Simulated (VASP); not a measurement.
# W3N4: single point with LDA

W3N4:

```xyz
7
Lattice="4.1574 0.0000 0.0000 0.0000 4.1574 0.0000 0.0000 0.0000 4.1574" Properties=species:S:1:pos:R:3 pbc="T T T"
W     2.0787    2.0787    0.0000
W     0.0000    2.0787    2.0787
W     2.0787    0.0000    2.0787
N     2.0787    2.0787    2.0787
N     2.0787    0.0000    0.0000
N     0.0000    2.0787    0.0000
N     0.0000    0.0000    2.0787
```

```
Program                : VASP 6.6.1
Task                   : single point
Functional             : LDA
Potentials or basis    : VASP PAW LDA potentials, release 64 (W_sv, N_h)
Cutoff                 : 910 eV
k mesh                 : 8 × 8 × 8
Occupations            : fermi-dirac, width 0.15 eV
Spin                   : no spin polarisation
Dipole correction      : no
Second run             : hard_potentials
Further INCAR settings : ALGO = Normal; EDIFF = 1e-06; NBANDS = 40
```

```yaml
Pressure: 2.8 GPa
Band_gap_on_the_k_mesh: zero (band 31 reaches 12.58 eV, above the bottom of band 32 at 10.12 eV)
```

Levels at points of the mesh, in eV from the Fermi level:
| k point | band 29 | band 30 | band 31 | band 32 | band 33 | band 34 |
| --- | --- | --- | --- | --- | --- | --- |
| (0.00, 0.00, 0.00) | -2.10 | -2.10 | -2.10 | -0.86 | -0.86 | -0.86 |
| (0.50, 0.00, 0.00) | -3.40 | -1.73 | -0.04 | -0.01 | -0.01 | 0.24 |
| (0.50, 0.50, 0.00) | -0.55 | 0.35 | 0.37 | 0.55 | 0.55 | 1.32 |
| (0.50, 0.50, 0.50) | 1.17 | 1.17 | 1.17 | 1.74 | 1.74 | 1.74 |

Wall time 3.2 min on 1 thread of AMD EPYC 7R43 64-Core Processor (Zen 3), with other jobs on the host, peak memory 0.29 GiB.

Caveat: the cutoff is under 1.25 times the usual one of these potentials, so pressure, stress and relaxed cells hold a basis-set (Pulay) error; spin-orbit coupling is left out, which moves the levels of the heavy elements.
